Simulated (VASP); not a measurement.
# ZnO (P6_3mc) in VASP: single point with LDA

Aim: the single point of ZnO with LDA.

Program: VASP 6.6.1. These are calculated values, not measurements. Logs are shortened: lines on timing, memory, paths and dates and some standing lists are left out, and cuts for length are marked.

## 1. The cell of the first run

Symmetry: P6_3mc, No. 186, hexagonal system. Conventional cell: a = 3.187 Å, b = 3.187 Å, c = 5.152 Å, α = 90.00°, β = 90.00°, γ = 120.00°. Within 2.6 Å of Zn (site symmetry 3m) lie 4 O at 1.94 to 1.95 Å. O (site symmetry 3m) has 4 Zn at 1.94 to 1.95 Å within 2.6 Å.

## 2. Single point, LDA

The input, INCAR:

```
SYSTEM = ZnO
PREC = Accurate
ENCUT = 910
EDIFF = 1E-6
ISMEAR = 0
SIGMA = 0.02
LREAL = .FALSE.
LASPH = .TRUE.
NELM = 120
ALGO = Normal
ISIF = 2
LWAVE = .FALSE.
LCHARG = .FALSE.
NBANDS = 26
GGA_COMPAT = .FALSE.
```

The input, KPOINTS:

```
Automatic mesh
0
G
  12 12 6
  0 0 0
```

The input, POSCAR:

```
ZnO
1.0
    3.1871439943      0.0000000000      0.0000000000
   -1.5935719971      2.7601476646      0.0000000000
    0.0000000000      0.0000000000      5.1522600898
Zn O
2 2
Direct
    0.6666666667      0.3333333333      0.5009539760
    0.3333333333      0.6666666667      0.0009539760
    0.6666666667      0.3333333333      0.8793560240
    0.3333333333      0.6666666667      0.3793560240
```

Potentials or basis: VASP PAW LDA potentials, release 64 (Zn, O_h).

Run with:

```console
cat potpaw_LDA.64/Zn/POTCAR potpaw_LDA.64/O_h/POTCAR > POTCAR
mpirun -np 1 vasp_std > vasp.out
```

OUTCAR:

```text
SYSTEM = ZnO
   PREC = Accurate
   ENCUT = 910
   EDIFF = 1E-6
   ISMEAR = 0
   LREAL = .FALSE.
   LASPH = .TRUE.
   NELM = 120
   ISIF = 2

 ion  position               nearest neighbor table
   1  0.667  0.333  0.501-   4 1.94   4 1.94   4 1.94   3 1.95
   2  0.333  0.667  0.001-   3 1.94   3 1.94   3 1.94   4 1.95
   3  0.667  0.333  0.879-   2 1.94   2 1.94   2 1.94   1 1.95
   4  0.333  0.667  0.379-   1 1.94   1 1.94   1 1.94   2 1.95

  LATTYP: Found a hexagonal cell.
 ALAT       =     3.1871439943
 C/A-ratio  =     1.6165758745

  Lattice vectors:

 A1 = (   3.1871439943,   0.0000000000,   0.0000000000)
 A2 = (  -1.5935719971,   2.7601476646,   0.0000000000)
 A3 = (   0.0000000000,   0.0000000000,   5.1522600898)

Analysis of symmetry for initial positions (statically):
=====================================================================
 Subroutine PRICEL returns:
 Original cell was already a primitive cell.

 Routine SETGRP: Setting up the symmetry group for a
 hexagonal supercell.

 Subroutine GETGRP returns: Found 12 space group operations
 (whereof  6 operations were pure point group operations)
 out of a pool of 24 trial point group operations.

The static configuration has the point symmetry C_3v.
 The point group associated with its full space group is C_6v.

Analysis of symmetry for dynamics (positions and initial velocities):
=====================================================================
 Subroutine PRICEL returns:
 Original cell was already a primitive cell.

 Routine SETGRP: Setting up the symmetry group for a
 hexagonal supercell.

 Subroutine GETGRP returns: Found 12 space group operations
 (whereof  6 operations were pure point group operations)
 out of a pool of 24 trial point group operations.

The dynamic configuration has the point symmetry C_3v.
 The point group associated with its full space group is C_6v.

 Subroutine INISYM returns: Found 12 space group operations
 (whereof  6 operations are pure point group operations),
 and found     1 'primitive' translations

----------------------------------------------------------------------------------------

                                     Primitive cell

  volume of cell :      45.3244

  direct lattice vectors                    reciprocal lattice vectors
     3.187143994  0.000000000  0.000000000     0.313760534  0.181149728  0.000000000
    -1.593571997  2.760147665  0.000000000     0.000000000  0.362299457  0.000000000
     0.000000000  0.000000000  5.152260090     0.000000000  0.000000000  0.194089581

  length of vectors
     3.187143994  3.187143994  5.152260090     0.362299457  0.362299457  0.194089581

  position of ions in fractional coordinates (direct lattice)
     0.666666667  0.333333333  0.500953976
     0.333333333  0.666666667  0.000953976
     0.666666667  0.333333333  0.879356024
     0.333333333  0.666666667  0.379356024

  ion indices of the primitive-cell ions
   primitive index   ion index
                 1           1
                 2           2
                 3           3
                 4           4

----------------------------------------------------------------------------------------

 KPOINTS: Automatic mesh

Automatic generation of k-mesh.
 Grid dimensions read from file:
 generate k-points for:   12   12    6

 Generating k-lattice:

  Cartesian coordinates                     Fractional coordinates (reciprocal lattice)
     0.026146711  0.015095811  0.000000000     0.083333333 -0.000000000  0.000000000
     0.000000000  0.030191621  0.000000000     0.000000000  0.083333333  0.000000000
     0.000000000  0.000000000  0.032348263     0.000000000  0.000000000  0.166666667

  Length of vectors
     0.030191621  0.030191621  0.032348263

  Shift w.r.t. Gamma in fractional coordinates (k-lattice)
     0.000000000  0.000000000  0.000000000

 Subroutine IBZKPT returns following result:
 ===========================================

 Found     76 irreducible k-points:

 Following reciprocal coordinates:
            Coordinates               Weight
  0.000000  0.000000  0.000000      1.000000
  0.083333  0.000000  0.000000      6.000000
  0.166667  0.000000  0.000000      6.000000
  0.250000  0.000000  0.000000      6.000000
  0.333333 -0.000000  0.000000      6.000000
  0.416667  0.000000  0.000000      6.000000
[... 16 lines left out ...]
  0.250000  0.000000  0.166667     12.000000
  0.333333 -0.000000  0.166667     12.000000
 [... further k-points ...]
   k-points           NKPTS =     76   k-points in BZ     NKDIM =     76   number of bands    NBANDS=     26
   number of dos      NEDOS =    301   number of ions     NIONS =      4
   total plane-waves  NPLWV =  55296
   dimension x,y,z NGX =    32 NGY =   32 NGZ =   54
   dimension x,y,z NGXF=    64 NGYF=   64 NGZF=  108
   ions per type =               2   2
   NGX,Y,Z   is equivalent  to a cutoff of  16.69, 16.69, 17.42 a.u.
   NGXF,Y,Z  is equivalent  to a cutoff of  33.38, 33.38, 34.85 a.u.
 SYSTEM =  ZnO
   PREC   = accura    normal or accurate (medium, high low for compatibility)
   ISTART =      0    job   : 0-new  1-cont  2-samecut
   ICHARG =      2    charge: 1-file 2-atom 10-const
   ISPIN  =      1    spin polarized calculation?
   LNONCOLLINEAR =      F non collinear calculations
   LSORBIT =      F    spin-orbit coupling
   LASPH  =      T    aspherical Exc in radial PAW
   ENCUT  =  910.0 eV  66.88 Ry    8.18 a.u.   7.84  7.84 12.67*2*pi/ulx,y,z
   NELM   =    120;   NELMIN=  2; NELMDL= -5     # of ELM steps
   EDIFF  = 0.1E-05   stopping-criterion for ELM
   LREAL  =      F    real-space projection
   EDIFFG = 0.1E-04   stopping-criterion for IOM
   NSW    =      0    number of steps for IOM
   IBRION =     -1    ionic relax: 0-MD 1-quasi-New 2-CG
   NFREE  =      0    steps in history (QN), initial steepest desc. (CG)
   ISIF   =      2    stress and relaxation
   ISYM   =      2    0-nonsym 1-usesym 2-fastsym
   POTIM  = 0.5000    time-step for ionic-motion
   TEBEG  =    0.0;   TEEND  =   0.0 temperature during run
   PSTRESS=    0.0 pullay stress
   NELECT =      36.0000    total number of electrons
   NUPDOWN=      -1.0000    fix difference up-down
   EMIN   =  10.00;   EMAX   =-10.00  energy-range for DOS
   EFERMI =   0.00;   METHOD = LEGACY
   ISMEAR =     0;   SIGMA  =   0.02  broadening in eV -4-tet -1-fermi 0-gaus
   EFERMI_NEDOS =   21; number of points for ismear=-14 and -15
   IALGO  =     38    algorithm
   IMIX   =      4    mixing-type and parameters
     AMIX     =   0.40;   BMIX     =  1.00
     AMIX_MAG =   1.60;   BMIX_MAG =  1.00
  volume/ion in A,a.u.               =      11.33        76.47
  Fermi-wavevector in a.u.,A,eV,Ry     =   1.516114  2.865039 31.274357  2.298600
  Thomas-Fermi vector in A             =   2.625547
   LORBIT       =      0    0 simple, 1 ext, 2 COOP (PROOUT), +10 PAW based schemes
   GGA     = CA    functional components
   LHFCALC =     F    Hartree Fock is set to
   AEXX    =    0.0000 exact exchange contribution
   IVDW    =     0    specifies the selected vdW correction
   LEPSILON=     F    determine dielectric tensor
   LRPA    =     F    only Hartree local field effects (RPA)
 non-spin polarized calculation
 Gauss-broadening in eV      SIGMA  =   0.02
  energy-cutoff  :      910.00
  volume of cell :       45.32
 maximum number of plane-waves:      2850
 NGX is ok and might be reduce to    32
   NGX = 15   NGY = 15   NGZ = 25

 number of electron      36.0000001 magnetization

 Free energy of the ion-electron system (eV)
  ---------------------------------------------------
  ext. energy  EPLUGINS =         0.00000000
  ---------------------------------------------------
  free energy    TOTEN  =       -21.17269979 eV

  energy without entropy =      -21.17269979  energy(sigma->0) =      -21.17269979

 E-fermi :   1.8302     XC(G=0): -11.7302

 val. band max:        1.6923321512   @ k =   0.0000   0.0000   0.0000
 cond. band min:       2.5036462503   @ k =   0.0000   0.0000   0.0000
 fundamental gap:      0.8113140991
 Fermi energy:         1.8301556793

 k-point     1 :       0.0000    0.0000    0.0000
  band No.  band energies     occupation
      1     -16.5308      2.00000
      2     -15.6879      2.00000
      3      -4.4308      2.00000
      4      -4.3385      2.00000
      5      -4.3385      2.00000
      6      -4.3006      2.00000
[... 18 lines left out ...]
     25      16.0080      0.00000
     26      16.0080      0.00000

 k-point     2 :       0.0833    0.0000    0.0000
  band No.  band energies     occupation
      1     -16.4859      2.00000
      2     -15.6676      2.00000
      3      -4.4068      2.00000
      4      -4.3543      2.00000
      5      -4.3144      2.00000
      6      -4.2720      2.00000
[... 18 lines left out ...]
     25      15.8612      0.00000
     26      16.1095      0.00000

 k-point     3 :       0.1667    0.0000    0.0000
  band No.  band energies     occupation
      1     -16.3596      2.00000
      2     -15.6133      2.00000
      3      -4.5260      2.00000
      4      -4.2510      2.00000
      5      -4.2403      2.00000
      6      -4.2056      2.00000
[... 18 lines left out ...]
     25      15.8357      0.00000
     26      16.2064      0.00000

 k-point     4 :       0.2500    0.0000    0.0000
  band No.  band energies     occupation
      1     -16.1756      2.00000
      2     -15.5444      2.00000
      3      -4.6557      2.00000
      4      -4.2728      2.00000
      5      -4.1736      2.00000
      6      -4.0710      2.00000
[... 18 lines left out ...]
     25      15.1669      0.00000
     26      16.0437      0.00000
[... 496 lines left out ...]
      1     -16.3116      2.00000
      2     -15.6652      2.00000
      3      -4.5667      2.00000
      4      -4.4116      2.00000
      5      -4.2404      2.00000
      6      -4.2075      2.00000
[... 18 lines left out ...]
     25      14.9612      0.00000
     26      15.9778      0.00000

 k-point    23 :       0.2500    0.0000    0.1667
  band No.  band energies     occupation
      1     -16.1338      2.00000
      2     -15.5869      2.00000
      3      -4.6918      2.00000
      4      -4.4109      2.00000
      5      -4.1582      2.00000
      6      -4.0911      2.00000
[... 18 lines left out ...]
     25      15.1671      0.00000
     26      15.9079      0.00000

 k-point    24 :       0.3333   -0.0000    0.1667
  band No.  band energies     occupation
      1     -15.9385      2.00000
      2     -15.5184      2.00000
      3      -4.7616      2.00000
      4      -4.4540      2.00000
      5      -4.0892      2.00000
      6      -3.9503      2.00000
[... 18 lines left out ...]
     25      15.2078      0.00000
     26      15.8853      0.00000

 [... further k-points ...]

------------------------ aborting loop because EDIFF is reached ----------------------------------------

  FORCE on cell =-STRESS in cart. coord.  units (eV):
  Direction    XX          YY          ZZ          XY          YZ          ZX
  --------------------------------------------------------------------------------------
  -------------------------------------------------------------------------------------
  Total        0.2781141      0.2781141      0.2866923      0.0000000     -0.0000000      0.0000000
  in kB        9.8310936      9.8310936     10.1343234      0.0000000     -0.0000000      0.0000000
  external PRESSURE =       9.9321702 kB  Pullay stress =       0.0000000 kB

 VOLUME and BASIS-vectors are now :
 -----------------------------------------------------------------------------
  energy-cutoff  :      910.00
  volume of cell :       45.32
      direct lattice vectors                 reciprocal lattice vectors
     3.187143994  0.000000000  0.000000000     0.313760534  0.181149728  0.000000000
    -1.593571997  2.760147665  0.000000000     0.000000000  0.362299457  0.000000000
     0.000000000  0.000000000  5.152260090     0.000000000  0.000000000  0.194089581

 POSITION                                       TOTAL-FORCE (eV/Angst)
 -----------------------------------------------------------------------------------
      1.59357      0.92005      2.58105        -0.000000      0.000000     -0.000333
     -0.00000      1.84010      0.00492        -0.000000     -0.000000     -0.000333
      1.59357      0.92005      4.53067        -0.000000      0.000000      0.000333
     -0.00000      1.84010      1.95454         0.000000      0.000000      0.000333
 -----------------------------------------------------------------------------------
    total drift:                               -0.000000     -0.000000      0.000001

  FREE ENERGIE OF THE ION-ELECTRON SYSTEM (eV)
  ---------------------------------------------------
  free  energy   TOTEN  =       -21.1726997852 eV

  energy  without entropy=      -21.1726997852  energy(sigma->0) =      -21.17269979
```

It took 3.7 min on 1 thread of Intel Xeon Platinum 8259CL at 2.50GHz (Skylake/Cascade Lake), shared host; peak memory 0.3 GiB.

Results:

| Property | Result |
| --- | --- |
| Free energy | -21.1727 eV |
| Pressure | 1.0 GPa |
| Band gap on the k mesh | 0.81 eV |

Levels at points of the mesh, in eV from the valence-band top:
| k point | band 16 | band 17 | band 18 | band 19 | band 20 | band 21 |
| --- | --- | --- | --- | --- | --- | --- |
| (0.00, 0.00, 0.00) | -0.10 | 0.00 | 0.00 | 0.81 | 5.30 | 8.20 |
| (0.50, 0.00, 0.00) | -2.45 | -1.41 | -0.91 | 5.89 | 6.78 | 7.45 |
| (0.00, 0.00, 0.50) | -0.43 | -0.43 | -0.43 | 3.50 | 3.50 | 10.06 |
| (0.50, 0.00, 0.50) | -1.63 | -1.50 | -1.50 | 5.64 | 5.64 | 8.58 |

Caveat: the cutoff is under 1.25 times the usual one of these potentials, so pressure, stress and relaxed cells hold a basis-set (Pulay) error.
